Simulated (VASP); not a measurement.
Write the native input for VASP 6.6.1 that does the following.

* Task: single point
* Functional: PBE
* Potentials or basis: VASP PAW PBE potentials, release 64 (In_d, Sb)
* Cutoff: 520 eV
* k mesh: 9 × 9 × 9
* Occupations: fermi-dirac, width 0.05 eV
* Spin: no spin polarisation
* Dipole correction: no
* Further INCAR settings: ALGO = Normal; EDIFF = 1e-06; NBANDS = 16

The structure of InSb lies in POSCAR:

```
InSb
1.0
    0.0000000000      3.2173604188      3.2173604188
    3.2173604188      0.0000000000      3.2173604188
    3.2173604188      3.2173604188      0.0000000000
In Sb
1 1
Direct
    0.0000000000      0.0000000000      0.0000000000
    0.7500000000      0.7500000000      0.7500000000
```

This cell differs from its parent crystal: volume scaled by 0.98.

One way to write it, as run:

INCAR

```
PREC = Accurate
ENCUT = 520
EDIFF = 1E-6
ISMEAR = -1
SIGMA = 0.05
LREAL = False
LASPH = True
NELM = 80
ALGO = Normal
ISIF = 2
LWAVE = False
LCHARG = False
GGA = PE
NBANDS = 16
```

KPOINTS

```
Automatic mesh
0
Gamma
  9 9 9
```

Potentials or basis: VASP PAW PBE potentials, release 64 (In_d, Sb).

Command:

```console
$ cat potpaw_PBE.64/In_d/POTCAR potpaw_PBE.64/Sb/POTCAR > POTCAR
$ mpirun -np 1 vasp_std > vasp.out
```

Results of the run:

```
Pressure               : 4.2 GPa
Band gap on the k mesh : zero (filled and empty bands touch)
```

Caveat: spin-orbit coupling is left out, which moves the levels of the heavy elements.

Run time: 16 s on 1 thread of Intel(R) Xeon(R) 6975P-C (Granite Rapids), on a shared host, peak memory 0.22 GiB.
